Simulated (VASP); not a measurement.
# BN: single point with r2SCAN

Crystal: BN.

```
CELL_PARAMETERS angstrom
2.50518 0.00000 0.00000
-1.25259 2.16955 0.00000
0.00000 0.00000 4.11851
ATOMIC_POSITIONS crystal
B 0.33333 0.66667 0.99981
B 0.66667 0.33333 0.49981
N 0.33333 0.66667 0.37419
N 0.66667 0.33333 0.87419
```

This cell differs from its parent crystal: strained cell.

* Program: VASP 6.6.1
* Task: single point
* Functional: r2SCAN
* Potentials or basis: VASP PAW PBE potentials, release 64 (B, N)
* Cutoff: 520 eV
* k mesh: 9 × 9 × 6
* Occupations: gaussian, width 0.02 eV
* Spin: no spin polarisation
* Dipole correction: no
* Further INCAR settings: ALGO = Normal; EDIFF = 1e-06; NBANDS = 16

| Item | Value |
| --- | --- |
| Pressure | 23.8 GPa |
| Band gap on the k mesh | 5.65 eV (least direct gap 9.20 eV) |

Forces on the atoms (eV/Å):
```
B    0.000  0.000  0.002
B    0.000  0.000  0.002
N    0.000  0.000 -0.002
N    0.000  0.000 -0.002
```

Stress tensor (GPa, compression positive):
```
21.39  0.00  0.00
 0.00 21.39  0.00
 0.00  0.00 28.74
```

Levels at points of the mesh, in eV from the valence-band top:
| k point | band 5 | band 6 | band 7 | band 8 | band 9 | band 10 | band 11 | band 12 |
| --- | --- | --- | --- | --- | --- | --- | --- | --- |
| (0.00, 0.00, 0.00) | -2.38 | -0.28 | 0.00 | 0.00 | 9.23 | 9.23 | 9.83 | 10.76 |
| (0.00, 0.00, 0.50) | -1.32 | -1.32 | -1.32 | -1.32 | 10.67 | 10.67 | 10.93 | 10.93 |

Wall time 2.1 min on 1 thread of AMD EPYC 7571, with other jobs on the host, peak memory 0.11 GiB.

Caveat: the cell differs from its parent crystal (strained cell); the stress differs along the axes, from 21 to 29 GPa; the PAW data sets were made with another functional, which shifts forces and pressure a little. A k mesh can miss the band edges.
